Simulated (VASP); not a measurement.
Wanted: the native input for a VASP 6.6.1 run.

```
Task                   : single point
Functional             : LDA
Potentials or basis    : VASP PAW LDA potentials, release 64 (Hf_pv, O)
Cutoff                 : 520 eV
k mesh                 : 8 × 8 × 8
Occupations            : gaussian, width 0.05 eV
Spin                   : no spin polarisation
Dipole correction      : no
Further INCAR settings : ALGO = Normal; EDIFF = 1e-06; NBANDS = 18
```

The structure of HfO2 lies in POSCAR:

```
HfO2
1.0
    0.0000000000      2.5008001766      2.5008001766
    2.5008001766      0.0000000000      2.5008001766
    2.5008001766      2.5008001766      0.0000000000
Hf O
1 2
Direct
   -0.0031721089      0.0031721089      0.0052868482
    0.2676943366      0.2323056634      0.2205094391
    0.7676943366      0.7323056634      0.7205094391
```

This cell differs from its parent crystal: atoms displaced along several vibrational modes.

One way to write it, as run:

INCAR

```
SYSTEM = HfO2
PREC = Accurate
ENCUT = 520
EDIFF = 1E-6
ISMEAR = 0
SIGMA = 0.05
LREAL = .False.
LASPH = .True.
NELM = 60
ALGO = Normal
ISIF = 2
LWAVE = .False.
LCHARG = .False.
GGA = CA
NBANDS = 18
```

KPOINTS

```
Automatic mesh
0
Gamma
  8 8 8
  0 0 0
```

Potentials or basis: VASP PAW LDA potentials, release 64 (Hf_pv, O).

Command:

```bash
$ cat potpaw_LDA.64/Hf_pv/POTCAR potpaw_LDA.64/O/POTCAR > POTCAR
$ mpirun -np 1 vasp_std > vasp.out
```

Results of the run:

```
Pressure               : -0.7 GPa
Largest force          : 1.026 eV/Å
Band gap on the k mesh : 3.71 eV
```

Caveat: the cell differs from its parent crystal (atoms displaced along several vibrational modes); spin-orbit coupling is left out, which moves the levels of the heavy elements; forces of over 1 eV/Å act on the atoms, so gaps and moduli don't describe the material at rest.

It took 40 s on 1 thread of Intel(R) Xeon(R) Platinum 8488C (Sapphire Rapids), with other jobs on the host, peak memory 0.2 GiB.
